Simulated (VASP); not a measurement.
# WS2 in VASP: further runs

Runs on WS2. Level: PBEsol. Tasks: single point.

Everything below comes from runs of VASP 6.6.1. Logs are shortened: lines on timing, memory, paths and dates and some standing lists are left out, and cuts for length are marked.

### Step 1. The cell of the first run

The cell holds a slab with vacuum, 6 atoms: a = 3.146 Å, b = 3.146 Å, c = 23.567 Å, α = 90.00°, β = 90.00°, γ = 120.00°.

### Step 2. Single point, PBEsol (all S atoms moved +0.037 Å, as atom 3 along Cartesian [0 0 1])

The input, INCAR:

```
SYSTEM = WS2
  PREC = Accurate
  ENCUT = 520
  EDIFF = 1E-6
  ISMEAR = 0
  SIGMA = 0.05
  LREAL = .False.
  LASPH = .True.
  NELM = 100
  ALGO = Normal
  ISIF = 2
  LWAVE = .False.
  LCHARG = .False.
  GGA = PS
  NBANDS = 35
```

The input, KPOINTS:

```
regular mesh
0
Gamma
  12 12 2
  0 0 0
```

The input, POSCAR:

```
WS2
1.0
    3.1458813836      0.0000000000      0.0000000000
   -1.5729406918      2.7244131955      0.0000000000
    0.0000000000      0.0000000000     23.5674572586
W S
2 4
Direct
    0.3333333333      0.6666666667      0.6345758579
    0.6666666667      0.3333333333      0.3654241421
    0.3333333333      0.6666666667      0.3005381600
    0.6666666667      0.3333333333      0.5696405238
    0.3333333333      0.6666666667      0.4335418306
    0.6666666667      0.3333333333      0.7026441944
```

Potentials or basis: VASP PAW PBE potentials, release 64 (W_sv, S).

On the command line:

```bash
> cat potpaw_PBE.64/W_sv/POTCAR potpaw_PBE.64/S/POTCAR > POTCAR
> mpirun -np 1 vasp_std > vasp.out
```

OUTCAR:

```text
SYSTEM = WS2
   PREC = Accurate
   ENCUT = 520
   EDIFF = 1E-6
   ISMEAR = 0
   LREAL = .False.
   LASPH = .True.
   NELM = 100
   ISIF = 2
   GGA = PS

 ion  position               nearest neighbor table
   1  0.333  0.667  0.635-   4 2.38   4 2.38   4 2.38   6 2.42   6 2.42   6 2.42
   2  0.667  0.333  0.365-   3 2.37   3 2.37   3 2.37   5 2.42   5 2.42   5 2.42
   3  0.333  0.667  0.301-   2 2.37   2 2.37   2 2.37
   4  0.667  0.333  0.570-   1 2.38   1 2.38   1 2.38
   5  0.333  0.667  0.434-   2 2.42   2 2.42   2 2.42
   6  0.667  0.333  0.703-   1 2.42   1 2.42   1 2.42

  LATTYP: Found a hexagonal cell.
 ALAT       =     3.1458813836
 C/A-ratio  =     7.4915276150

  Lattice vectors:

 A1 = (   3.1458813836,   0.0000000000,   0.0000000000)
 A2 = (  -1.5729406918,   2.7244131955,   0.0000000000)
 A3 = (   0.0000000000,   0.0000000000,  23.5674572586)

Analysis of symmetry for initial positions (statically):
=====================================================================
 Subroutine PRICEL returns:
 Original cell was already a primitive cell.

 Routine SETGRP: Setting up the symmetry group for a
 hexagonal supercell.

 Subroutine GETGRP returns: Found  6 space group operations
 (whereof  6 operations were pure point group operations)
 out of a pool of 24 trial point group operations.

The static configuration has the point symmetry C_3v.

Analysis of symmetry for dynamics (positions and initial velocities):
=====================================================================
 Subroutine PRICEL returns:
 Original cell was already a primitive cell.

 Routine SETGRP: Setting up the symmetry group for a
 hexagonal supercell.

 Subroutine GETGRP returns: Found  6 space group operations
 (whereof  6 operations were pure point group operations)
 out of a pool of 24 trial point group operations.

The dynamic configuration has the point symmetry C_3v.

 Subroutine INISYM returns: Found  6 space group operations
 (whereof  6 operations are pure point group operations),
 and found     1 'primitive' translations

----------------------------------------------------------------------------------------

                                     Primitive cell

  volume of cell :     201.9892

  direct lattice vectors                    reciprocal lattice vectors
     3.145881384  0.000000000  0.000000000     0.317875939  0.183525759  0.000000000
    -1.572940692  2.724413195  0.000000000     0.000000000  0.367051518  0.000000000
     0.000000000  0.000000000 23.567457259     0.000000000  0.000000000  0.042431391

  length of vectors
     3.145881384  3.145881384 23.567457259     0.367051518  0.367051518  0.042431391

  position of ions in fractional coordinates (direct lattice)
     0.333333333  0.666666667  0.634575858
     0.666666667  0.333333333  0.365424142
     0.333333333  0.666666667  0.300538160
     0.666666667  0.333333333  0.569640524
     0.333333333  0.666666667  0.433541831
     0.666666667  0.333333333  0.702644194

  ion indices of the primitive-cell ions
   primitive index   ion index
                 1           1
                 2           2
                 3           3
                 4           4
                 5           5
                 6           6

----------------------------------------------------------------------------------------

 KPOINTS: regular mesh

Automatic generation of k-mesh.
 Grid dimensions read from file:
 generate k-points for:   12   12    2

 Generating k-lattice:

  Cartesian coordinates                     Fractional coordinates (reciprocal lattice)
     0.026489662  0.015293813  0.000000000     0.083333333  0.000000000  0.000000000
     0.000000000  0.030587627  0.000000000     0.000000000  0.083333333  0.000000000
     0.000000000  0.000000000  0.021215696     0.000000000  0.000000000  0.500000000

  Length of vectors
     0.030587627  0.030587627  0.021215696

  Shift w.r.t. Gamma in fractional coordinates (k-lattice)
     0.000000000  0.000000000  0.000000000

 Subroutine IBZKPT returns following result:
 ===========================================

 Found     38 irreducible k-points:

 Following reciprocal coordinates:
            Coordinates               Weight
  0.000000  0.000000  0.000000      1.000000
  0.083333  0.000000  0.000000      6.000000
  0.166667  0.000000  0.000000      6.000000
  0.250000 -0.000000  0.000000      6.000000
  0.333333  0.000000  0.000000      6.000000
  0.416667  0.000000  0.000000      6.000000
[... 16 lines left out ...]
  0.250000 -0.000000  0.500000      6.000000
  0.333333  0.000000  0.500000      6.000000
 [... further k-points ...]
   k-points           NKPTS =     38   k-points in BZ     NKDIM =     38   number of bands    NBANDS=     35
   number of dos      NEDOS =    301   number of ions     NIONS =      6
   total plane-waves  NPLWV = 103680
   dimension x,y,z NGX =    24 NGY =   24 NGZ =  180
   dimension x,y,z NGXF=    48 NGYF=   48 NGZF=  360
   ions per type =               2   4
   NGX,Y,Z   is equivalent  to a cutoff of  12.68, 12.68, 12.70 a.u.
   NGXF,Y,Z  is equivalent  to a cutoff of  25.37, 25.37, 25.39 a.u.
 SYSTEM =  WS2
   PREC   = accura    normal or accurate (medium, high low for compatibility)
   ISTART =      0    job   : 0-new  1-cont  2-samecut
   ICHARG =      2    charge: 1-file 2-atom 10-const
   ISPIN  =      1    spin polarized calculation?
   LNONCOLLINEAR =      F non collinear calculations
   LSORBIT =      F    spin-orbit coupling
   LASPH  =      T    aspherical Exc in radial PAW
   ENCUT  =  520.0 eV  38.22 Ry    6.18 a.u.   5.85  5.85 43.82*2*pi/ulx,y,z
   NELM   =    100;   NELMIN=  2; NELMDL= -5     # of ELM steps
   EDIFF  = 0.1E-05   stopping-criterion for ELM
   LREAL  =      F    real-space projection
   EDIFFG = 0.1E-04   stopping-criterion for IOM
   NSW    =      0    number of steps for IOM
   IBRION =     -1    ionic relax: 0-MD 1-quasi-New 2-CG
   NFREE  =      0    steps in history (QN), initial steepest desc. (CG)
   ISIF   =      2    stress and relaxation
   ISYM   =      2    0-nonsym 1-usesym 2-fastsym
   POTIM  = 0.5000    time-step for ionic-motion
   TEBEG  =    0.0;   TEEND  =   0.0 temperature during run
   PSTRESS=    0.0 pullay stress
   NELECT =      52.0000    total number of electrons
   NUPDOWN=      -1.0000    fix difference up-down
   EMIN   =  10.00;   EMAX   =-10.00  energy-range for DOS
   EFERMI =   0.00;   METHOD = LEGACY
   ISMEAR =     0;   SIGMA  =   0.05  broadening in eV -4-tet -1-fermi 0-gaus
   EFERMI_NEDOS =   21; number of points for ismear=-14 and -15
   IALGO  =     38    algorithm
   IMIX   =      4    mixing-type and parameters
     AMIX     =   0.40;   BMIX     =  1.00
     AMIX_MAG =   1.60;   BMIX_MAG =  1.00
  volume/ion in A,a.u.               =      33.66       227.18
  Fermi-wavevector in a.u.,A,eV,Ry     =   1.041438  1.968032 14.756774  1.084592
  Thomas-Fermi vector in A             =   2.176058
   LORBIT       =      0    0 simple, 1 ext, 2 COOP (PROOUT), +10 PAW based schemes
   GGA     = PS    functional components
   LHFCALC =     F    Hartree Fock is set to
   AEXX    =    0.0000 exact exchange contribution
   IVDW    =     0    specifies the selected vdW correction
   LEPSILON=     F    determine dielectric tensor
   LRPA    =     F    only Hartree local field effects (RPA)
 non-spin polarized calculation
 Gauss-broadening in eV      SIGMA  =   0.05
  energy-cutoff  :      520.00
  volume of cell :      201.99
 maximum number of plane-waves:      5476
 NGX is ok and might be reduce to    24
   NGX = 11   NGY = 11   NGZ = 87

 number of electron      51.9999996 magnetization

 Free energy of the ion-electron system (eV)
  ---------------------------------------------------
  ext. energy  EPLUGINS =         0.00000000
  ---------------------------------------------------
  free energy    TOTEN  =       -50.47754603 eV

  energy without entropy =      -50.47754603  energy(sigma->0) =      -50.47754603

 E-fermi :   1.4669     XC(G=0):  -6.2577

 val. band max:        1.1436516003   @ k =   0.0000   0.0000   0.5000
 cond. band min:       2.6495998449   @ k =   0.1667   0.1667   0.0000
 fundamental gap:      1.5059482446
 Fermi energy:         1.4668733970

 k-point     1 :       0.0000    0.0000    0.0000
  band No.  band energies     occupation
      1     -73.0825      2.00000
      2     -73.0328      2.00000
      3     -37.3616      2.00000
      4     -37.3118      2.00000
      5     -37.1673      2.00000
      6     -37.1673      2.00000
[... 27 lines left out ...]
     34       4.1208      0.00000
     35       5.9882      0.00000

 k-point     2 :       0.0833    0.0000    0.0000
  band No.  band energies     occupation
      1     -73.0811      2.00000
      2     -73.0314      2.00000
      3     -37.3569      2.00000
      4     -37.3071      2.00000
      5     -37.1934      2.00000
      6     -37.1733      2.00000
[... 27 lines left out ...]
     34       4.1701      0.00000
     35       6.2392      0.00000

 k-point     3 :       0.1667    0.0000    0.0000
  band No.  band energies     occupation
      1     -73.0774      2.00000
      2     -73.0277      2.00000
      3     -37.3439      2.00000
      4     -37.2942      2.00000
      5     -37.2644      2.00000
      6     -37.2148      2.00000
[... 27 lines left out ...]
     34       4.6277      0.00000
     35       6.6893      0.00000
[... 723 lines left out ...]
 k-point    23 :       0.2500   -0.0000    0.5000
  band No.  band energies     occupation
      1     -73.0725      2.00000
      2     -73.0228      2.00000
      3     -37.3601      2.00000
      4     -37.3260      2.00000
      5     -37.3106      2.00000
      6     -37.2762      2.00000
[... 27 lines left out ...]
     34       5.1537      0.00000
     35       7.2988      0.00000

 k-point    24 :       0.3333    0.0000    0.5000
  band No.  band energies     occupation
      1     -73.0675      2.00000
      2     -73.0178      2.00000
      3     -37.4540      2.00000
      4     -37.4045      2.00000
      5     -37.3083      2.00000
      6     -37.2586      2.00000
[... 27 lines left out ...]
     34       5.5355      0.00000
     35       7.4091      0.00000

 [... further k-points ...]
[... 5 lines left out ...]
  --------------------------------------------------------------------------------------
  -------------------------------------------------------------------------------------
  Total        0.1870797      0.1870797      0.1503972      0.0000000      0.0000000      0.0000000
  in kB        1.4839159      1.4839159      1.1929501      0.0000000      0.0000000      0.0000000
  external PRESSURE =       1.3869273 kB  Pullay stress =       0.0000000 kB

 VOLUME and BASIS-vectors are now :
 -----------------------------------------------------------------------------
  energy-cutoff  :      520.00
  volume of cell :      201.99
      direct lattice vectors                 reciprocal lattice vectors
     3.145881384  0.000000000  0.000000000     0.317875939  0.183525759  0.000000000
    -1.572940692  2.724413195  0.000000000     0.000000000  0.367051518  0.000000000
     0.000000000  0.000000000 23.567457259     0.000000000  0.000000000  0.042431391

 POSITION                                       TOTAL-FORCE (eV/Angst)
 -----------------------------------------------------------------------------------
     -0.00000      1.81628     14.95534        -0.000000      0.000000      1.252672
      1.57294      0.90814      8.61212         0.000000      0.000000      1.250727
     -0.00000      1.81628      7.08292        -0.000000      0.000000     -0.675286
      1.57294      0.90814     13.42498         0.000000     -0.000000     -0.669907
     -0.00000      1.81628     10.21748        -0.000000     -0.000000     -0.576983
      1.57294      0.90814     16.55954        -0.000000     -0.000000     -0.581223
 -----------------------------------------------------------------------------------
    total drift:                                0.000000     -0.000000     -0.000249

  FREE ENERGIE OF THE ION-ELECTRON SYSTEM (eV)
  ---------------------------------------------------
  free  energy   TOTEN  =       -50.4775460291 eV

  energy  without entropy=      -50.4775460291  energy(sigma->0) =      -50.47754603
```

It took 2.8 min on 1 thread of Intel Xeon 6975P-C (Granite Rapids), shared host; peak memory 0.43 GiB.

What came out:

```
Free energy            : -50.4775 eV
Largest force          : 1.253 eV/Å
Band gap on the k mesh : 1.51 eV, indirect (least direct gap 1.88 eV)
```

Forces in eV/Å, atoms in the order of the input:
```
W    0.000  0.000  1.253
W    0.000  0.000  1.251
S    0.000  0.000 -0.675
S    0.000  0.000 -0.670
S    0.000  0.000 -0.577
S    0.000  0.000 -0.581
```

Caveat: the cell differs from its parent crystal (all S atoms moved +0.037 Å, as atom 3 along Cartesian [0 0 1]); the PAW data sets were made with another functional, which shifts forces and pressure a little; spin-orbit coupling is left out, which moves the levels of the heavy elements.

(Part 1 of 2 ends here.)
